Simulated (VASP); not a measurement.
Write the native input for VASP 6.6.1 that does the following.

| Quantity | Value |
| --- | --- |
| Task | single point |
| Functional | r2SCAN |
| Potentials or basis | VASP PAW PBE potentials, release 64 (B, As) |
| Cutoff | 520 eV |
| k mesh | 10 × 10 × 10 |
| Occupations | gaussian, width 0.05 eV |
| Spin | no spin polarisation |
| Dipole correction | no |
| Further INCAR settings | ALGO = Normal; EDIFF = 1e-06; NBANDS = 11 |

Crystal: BAs.

```xyz
2
Lattice="0.0000 2.3919 2.2006 2.3919 0.0000 2.2006 2.3919 2.3919 0.0000" Properties=species:S:1:pos:R:3 pbc="T T T"
B     0.0000    0.0000    0.0000
As    3.5879    3.5879    3.3008
```

This cell differs from its parent crystal: strain +0.000 along x and y, -0.080 along z.

These files were run (other wordings do the same):

POSCAR

```
BAs
1.0
    0.0000000000      2.3919171962      2.2005638205
    2.3919171962      0.0000000000      2.2005638205
    2.3919171962      2.3919171962      0.0000000000
B As
1 1
Direct
    0.0000000000      0.0000000000      0.0000000000
    0.7500000000      0.7500000000      0.7500000000
```

INCAR.step1

```
PREC     = Accurate       # precision mode
ENCUT    = 520            # plane-wave cutoff, eV
ISMEAR   = 0              # smearing method
SIGMA    = 0.05           # smearing width, eV
LREAL    = F              # projectors in reciprocal space
LASPH    = T              # aspherical terms in the spheres
NELM     = 80             # most SCF steps
NBANDS   = 11             # bands
GGA      = PE             # functional
ALGO     = Normal         # electronic algorithm
EDIFF    = 1E-4           # SCF threshold, eV
LWAVE    = T              # write WAVECAR
LCHARG   = F              # write CHGCAR
```

INCAR.step2

```
PREC     = Accurate       # precision mode
ENCUT    = 520            # plane-wave cutoff, eV
EDIFF    = 1E-6           # SCF threshold, eV
ISMEAR   = 0              # smearing method
SIGMA    = 0.05           # smearing width, eV
LREAL    = F              # projectors in reciprocal space
LASPH    = T              # aspherical terms in the spheres
NELM     = 80             # most SCF steps
ALGO     = Normal         # electronic algorithm
ISIF     = 2              # what is computed and relaxed
LWAVE    = F              # write WAVECAR
LCHARG   = F              # write CHGCAR
METAGGA  = R2SCAN         # meta-GGA
LMIXTAU  = T            
NBANDS   = 11             # bands
ISTART   = 1
```

KPOINTS

```
regular mesh
0
Gamma
  10 10 10
```

Potentials or basis: VASP PAW PBE potentials, release 64 (B, As).

Launch:

```console
$ cat potpaw_PBE.64/B/POTCAR potpaw_PBE.64/As/POTCAR > POTCAR
$ cp INCAR.step1 INCAR
$ mpirun -np 1 vasp_std > vasp.out
$ cp INCAR.step2 INCAR
$ mpirun -np 1 vasp_std > vasp.out
```

Results of the run:

The pressure is 14.2 GPa and the band gap on the k mesh is zero (bands 4 and 5 overlap by 0.06 eV).

Caveat: the cell differs from its parent crystal (strain +0.000 along x and y, -0.080 along z); the cell stands under pressure; semilocal functionals underestimate gaps, so a narrow gap can read as zero; the PAW data sets were made with another functional, which shifts forces and pressure a little.

Run time: 57 s on 1 thread of AMD EPYC 9R45 96-Core Processor (Zen 5), with other jobs on the host, peak memory 0.14 GiB.
